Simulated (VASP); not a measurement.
# PbSe (zincblende type) (F-43m) in VASP: a series of runs

The runs below take PbSe (zincblende type) through single point, with PBE.

All numbers are computed with VASP 6.6.1; they aren't measurements. Logs are shortened: lines on timing, memory, paths and dates and some standing lists are left out, and cuts for length are marked.

### 1 The cell of the first run

It takes space group F-43m (No. 216, cubic). Conventional cell: a = 6.901 Å, b = 6.901 Å, c = 6.901 Å, α = 90.00°, β = 90.00°, γ = 90.00°. Pb (site symmetry -43m) has 4 Se at 2.99 Å within 3.9 Å. Se (site symmetry -43m) has 4 Pb at 2.99 Å within 3.9 Å.

### 2 Single point, PBE

INCAR

```
SYSTEM = PbSe
  PREC = Accurate
  ENCUT = 520
  EDIFF = 1E-6
  ISMEAR = -1
  SIGMA = 0.08
  LREAL = .FALSE.
  LASPH = .TRUE.
  NELM = 80
  ALGO = Normal
  ISIF = 2
  LWAVE = .FALSE.
  LCHARG = .FALSE.
  GGA = PE
  NBANDS = 17
```

KPOINTS

```
Automatic mesh
0
G
  11 11 11
  0 0 0
```

POSCAR

```
PbSe
1.0
    0.0000000000      3.4503592439      3.4503592439
    3.4503592439      0.0000000000      3.4503592439
    3.4503592439      3.4503592439      0.0000000000
Pb Se
1 1
Direct
    0.0000000000      0.0000000000      0.0000000000
    0.2500000000      0.2500000000      0.2500000000
```

Potentials or basis: VASP PAW PBE potentials, release 64 (Pb_d, Se).

Command:

```
cat potpaw_PBE.64/Pb_d/POTCAR potpaw_PBE.64/Se/POTCAR > POTCAR
mpirun -np 1 vasp_std > vasp.out
```

OUTCAR:

```text
SYSTEM = PbSe
   PREC = Accurate
   ENCUT = 520
   EDIFF = 1E-6
   ISMEAR = -1
   LREAL = .FALSE.
   LASPH = .TRUE.
   NELM = 80
   ISIF = 2
   GGA = PE

 ion  position               nearest neighbor table
   1  0.000  0.000  0.000-   2 2.99   2 2.99   2 2.99   2 2.99
   2  0.250  0.250  0.250-   1 2.99   1 2.99   1 2.99   1 2.99

  LATTYP: Found a face centered cubic cell.
 ALAT       =     6.9007184878

  Lattice vectors:

 A1 = (   0.0000000000,   3.4503592439,   3.4503592439)
 A2 = (   3.4503592439,   0.0000000000,   3.4503592439)
 A3 = (   3.4503592439,   3.4503592439,   0.0000000000)

Analysis of symmetry for initial positions (statically):
=====================================================================
 Subroutine PRICEL returns:
 Original cell was already a primitive cell.

 Routine SETGRP: Setting up the symmetry group for a
 face centered cubic supercell.

 Subroutine GETGRP returns: Found 24 space group operations
 (whereof 24 operations were pure point group operations)
 out of a pool of 48 trial point group operations.

The static configuration has the point symmetry T_d .

Analysis of symmetry for dynamics (positions and initial velocities):
=====================================================================
 Subroutine PRICEL returns:
 Original cell was already a primitive cell.

 Routine SETGRP: Setting up the symmetry group for a
 face centered cubic supercell.

 Subroutine GETGRP returns: Found 24 space group operations
 (whereof 24 operations were pure point group operations)
 out of a pool of 48 trial point group operations.

The dynamic configuration has the point symmetry T_d .

 Subroutine INISYM returns: Found 24 space group operations
 (whereof 24 operations are pure point group operations),
 and found     1 'primitive' translations

----------------------------------------------------------------------------------------

                                     Primitive cell

  volume of cell :      82.1529

  direct lattice vectors                    reciprocal lattice vectors
     0.000000000  3.450359244  3.450359244    -0.144912447  0.144912447  0.144912447
     3.450359244  0.000000000  3.450359244     0.144912447 -0.144912447  0.144912447
     3.450359244  3.450359244  0.000000000     0.144912447  0.144912447 -0.144912447

  length of vectors
     4.879544838  4.879544838  4.879544838     0.250995720  0.250995720  0.250995720

  position of ions in fractional coordinates (direct lattice)
     0.000000000  0.000000000  0.000000000
     0.250000000  0.250000000  0.250000000

  ion indices of the primitive-cell ions
   primitive index   ion index
                 1           1
                 2           2

----------------------------------------------------------------------------------------

 KPOINTS: Automatic mesh

Automatic generation of k-mesh.
 Grid dimensions read from file:
 generate k-points for:   11   11   11

 Generating k-lattice:

  Cartesian coordinates                     Fractional coordinates (reciprocal lattice)
    -0.013173859  0.013173859  0.013173859     0.090909091  0.000000000  0.000000000
     0.013173859 -0.013173859  0.013173859     0.000000000  0.090909091  0.000000000
     0.013173859  0.013173859 -0.013173859     0.000000000  0.000000000  0.090909091

  Length of vectors
     0.022817793  0.022817793  0.022817793

  Shift w.r.t. Gamma in fractional coordinates (k-lattice)
     0.000000000  0.000000000  0.000000000

 Subroutine IBZKPT returns following result:
 ===========================================

 Found     56 irreducible k-points:

 Following reciprocal coordinates:
            Coordinates               Weight
  0.000000  0.000000  0.000000      1.000000
  0.090909  0.000000  0.000000      8.000000
  0.181818  0.000000  0.000000      8.000000
  0.272727  0.000000  0.000000      8.000000
  0.363636  0.000000  0.000000      8.000000
  0.454545  0.000000  0.000000      8.000000
[... 16 lines left out ...]
 -0.272727  0.181818  0.000000     24.000000
 -0.181818  0.181818  0.000000     12.000000
 [... further k-points ...]
   k-points           NKPTS =     56   k-points in BZ     NKDIM =     56   number of bands    NBANDS=     17
   number of dos      NEDOS =    301   number of ions     NIONS =      2
   total plane-waves  NPLWV =  46656
   dimension x,y,z NGX =    36 NGY =   36 NGZ =   36
   dimension x,y,z NGXF=    72 NGYF=   72 NGZF=   72
   ions per type =               1   1
   NGX,Y,Z   is equivalent  to a cutoff of  12.27, 12.27, 12.27 a.u.
   NGXF,Y,Z  is equivalent  to a cutoff of  24.53, 24.53, 24.53 a.u.
 SYSTEM =  PbSe
   PREC   = accura    normal or accurate (medium, high low for compatibility)
   ISTART =      0    job   : 0-new  1-cont  2-samecut
   ICHARG =      2    charge: 1-file 2-atom 10-const
   ISPIN  =      1    spin polarized calculation?
   LNONCOLLINEAR =      F non collinear calculations
   LSORBIT =      F    spin-orbit coupling
   LASPH  =      T    aspherical Exc in radial PAW
   ENCUT  =  520.0 eV  38.22 Ry    6.18 a.u.   9.07  9.07  9.07*2*pi/ulx,y,z
   NELM   =     80;   NELMIN=  2; NELMDL= -5     # of ELM steps
   EDIFF  = 0.1E-05   stopping-criterion for ELM
   LREAL  =      F    real-space projection
   EDIFFG = 0.1E-04   stopping-criterion for IOM
   NSW    =      0    number of steps for IOM
   IBRION =     -1    ionic relax: 0-MD 1-quasi-New 2-CG
   NFREE  =      0    steps in history (QN), initial steepest desc. (CG)
   ISIF   =      2    stress and relaxation
   ISYM   =      2    0-nonsym 1-usesym 2-fastsym
   POTIM  = 0.5000    time-step for ionic-motion
   TEBEG  =    0.0;   TEEND  =   0.0 temperature during run
   PSTRESS=    0.0 pullay stress
   NELECT =      20.0000    total number of electrons
   NUPDOWN=      -1.0000    fix difference up-down
   EMIN   =  10.00;   EMAX   =-10.00  energy-range for DOS
   EFERMI =   0.00;   METHOD = LEGACY
   ISMEAR =    -1;   SIGMA  =   0.08  broadening in eV -4-tet -1-fermi 0-gaus
   EFERMI_NEDOS =   21; number of points for ismear=-14 and -15
   IALGO  =     38    algorithm
   IMIX   =      4    mixing-type and parameters
     AMIX     =   0.40;   BMIX     =  1.00
     AMIX_MAG =   1.60;   BMIX_MAG =  1.00
  volume/ion in A,a.u.               =      41.08       277.20
  Fermi-wavevector in a.u.,A,eV,Ry     =   1.022219  1.931713 14.217152  1.044931
  Thomas-Fermi vector in A             =   2.155886
   LORBIT       =      0    0 simple, 1 ext, 2 COOP (PROOUT), +10 PAW based schemes
   GGA     = PE    functional components
   LHFCALC =     F    Hartree Fock is set to
   AEXX    =    0.0000 exact exchange contribution
   IVDW    =     0    specifies the selected vdW correction
   LEPSILON=     F    determine dielectric tensor
   LRPA    =     F    only Hartree local field effects (RPA)
 non-spin polarized calculation
  energy-cutoff  :      520.00
  volume of cell :       82.15
 maximum number of plane-waves:      2229
   NGX = 19   NGY = 19   NGZ = 19

 number of electron      19.9999998 magnetization

 Free energy of the ion-electron system (eV)
  ---------------------------------------------------
  ext. energy  EPLUGINS =         0.00000000
  ---------------------------------------------------
  free energy    TOTEN  =        -7.83918642 eV

  energy without entropy =       -7.83877791  energy(sigma->0) =       -7.83898217

 E-fermi :   2.5126     XC(G=0):  -7.6366

 val. band max:        2.0859169317   @ k =  -0.2727   0.4545   0.1818
 cond. band min:       2.8353164357   @ k =   0.4545   0.4545   0.0000
 fundamental gap:      0.7493995040
 Fermi energy:         2.5125705467

 k-point     1 :       0.0000    0.0000    0.0000
  band No.  band energies     occupation
      1     -14.6459      2.00000
      2     -14.6459      2.00000
      3     -14.6459      2.00000
      4     -14.6190      2.00000
      5     -14.6190      2.00000
      6     -10.5081      2.00000
[... 9 lines left out ...]
     16      10.3532      0.00000
     17      11.1642      0.00000

 k-point     2 :       0.0909    0.0000    0.0000
  band No.  band energies     occupation
      1     -14.6477      2.00000
      2     -14.6452      2.00000
      3     -14.6452      2.00000
      4     -14.6189      2.00000
      5     -14.6189      2.00000
      6     -10.4707      2.00000
[... 9 lines left out ...]
     16       9.9763      0.00000
     17      10.8707      0.00000

 k-point     3 :       0.1818    0.0000    0.0000
  band No.  band energies     occupation
      1     -14.6525      2.00000
      2     -14.6435      2.00000
      3     -14.6435      2.00000
      4     -14.6187      2.00000
      5     -14.6187      2.00000
      6     -10.3656      2.00000
[... 9 lines left out ...]
     16       9.6209      0.00000
     17      10.5417      0.00000

 k-point     4 :       0.2727    0.0000    0.0000
  band No.  band energies     occupation
      1     -14.6587      2.00000
      2     -14.6415      2.00000
      3     -14.6415      2.00000
      4     -14.6182      2.00000
      5     -14.6182      2.00000
      6     -10.2158      2.00000
[... 9 lines left out ...]
     16       9.5783      0.00000
     17      10.7348      0.00000

 k-point     5 :       0.3636    0.0000    0.0000
  band No.  band energies     occupation
      1     -14.6644      2.00000
      2     -14.6400      2.00000
      3     -14.6400      2.00000
      4     -14.6174      2.00000
      5     -14.6174      2.00000
      6     -10.0629      2.00000
[... 9 lines left out ...]
     16       9.8796      0.00000
     17      10.7554      0.00000

 k-point     6 :       0.4545    0.0000    0.0000
  band No.  band energies     occupation
      1     -14.6677      2.00000
      2     -14.6393      2.00000
      3     -14.6393      2.00000
      4     -14.6168      2.00000
      5     -14.6168      2.00000
      6      -9.9631      2.00000
[... 9 lines left out ...]
     16      10.3674      0.00000
     17      10.3674      0.00000
[... 281 lines left out ...]
 k-point    21 :      -0.4545    0.1818    0.0000
  band No.  band energies     occupation
      1     -14.6716      2.00000
      2     -14.6375      2.00000
      3     -14.6359      2.00000
      4     -14.6187      2.00000
      5     -14.6165      2.00000
      6      -9.8721      2.00000
[... 9 lines left out ...]
     16      10.3386      0.00000
     17      10.9980      0.00000

 k-point    22 :      -0.3636    0.1818    0.0000
  band No.  band energies     occupation
      1     -14.6700      2.00000
      2     -14.6379      2.00000
      3     -14.6368      2.00000
      4     -14.6177      2.00000
      5     -14.6177      2.00000
      6      -9.9073      2.00000
[... 9 lines left out ...]
     16       9.9628      0.00000
     17      11.2199      0.00000

 k-point    23 :      -0.2727    0.1818    0.0000
  band No.  band energies     occupation
      1     -14.6662      2.00000
      2     -14.6385      2.00000
      3     -14.6385      2.00000
      4     -14.6188      2.00000
      5     -14.6173      2.00000
      6     -10.0205      2.00000
[... 9 lines left out ...]
     16      10.0028      0.00000
     17      11.3661      0.00000

 k-point    24 :      -0.1818    0.1818    0.0000
  band No.  band energies     occupation
      1     -14.6612      2.00000
      2     -14.6408      2.00000
      3     -14.6397      2.00000
      4     -14.6194      2.00000
      5     -14.6174      2.00000
      6     -10.1638      2.00000
[... 9 lines left out ...]
     16       9.6071      0.00000
     17      11.8578      0.00000

 [... further k-points ...]
[... 5 lines left out ...]
  --------------------------------------------------------------------------------------
  -------------------------------------------------------------------------------------
  Total       -0.0131957     -0.0131957     -0.0131957      0.0000000      0.0000000      0.0000000
  in kB       -0.2573473     -0.2573473     -0.2573473      0.0000000      0.0000000      0.0000000
  external PRESSURE =      -0.2573473 kB  Pullay stress =       0.0000000 kB

 VOLUME and BASIS-vectors are now :
 -----------------------------------------------------------------------------
  energy-cutoff  :      520.00
  volume of cell :       82.15
      direct lattice vectors                 reciprocal lattice vectors
     0.000000000  3.450359244  3.450359244    -0.144912447  0.144912447  0.144912447
     3.450359244  0.000000000  3.450359244     0.144912447 -0.144912447  0.144912447
     3.450359244  3.450359244  0.000000000     0.144912447  0.144912447 -0.144912447

 POSITION                                       TOTAL-FORCE (eV/Angst)
 -----------------------------------------------------------------------------------
      0.00000      0.00000      0.00000         0.000000      0.000000      0.000000
      1.72518      1.72518      1.72518        -0.000000     -0.000000     -0.000000
 -----------------------------------------------------------------------------------
    total drift:                                0.000000      0.000000      0.000000

  FREE ENERGIE OF THE ION-ELECTRON SYSTEM (eV)
  ---------------------------------------------------
  free  energy   TOTEN  =        -7.8391864242 eV

  energy  without entropy=       -7.8387779065  energy(sigma->0) =       -7.83898217
```

Wall time 68 s (1 thread of AMD EPYC 7R43 (Zen 3), shared host); peak memory 0.21 GiB.

Results:

```yaml
Free_energy: -7.8392 eV
Pressure: 0.0 GPa
Band_gap_on_the_k_mesh: 0.75 eV, indirect (least direct gap 1.19 eV)
```

Caveat: spin-orbit coupling is left out, which moves the levels of the heavy elements. A k mesh can miss the band edges.

(Continued in part 2 of 2.)
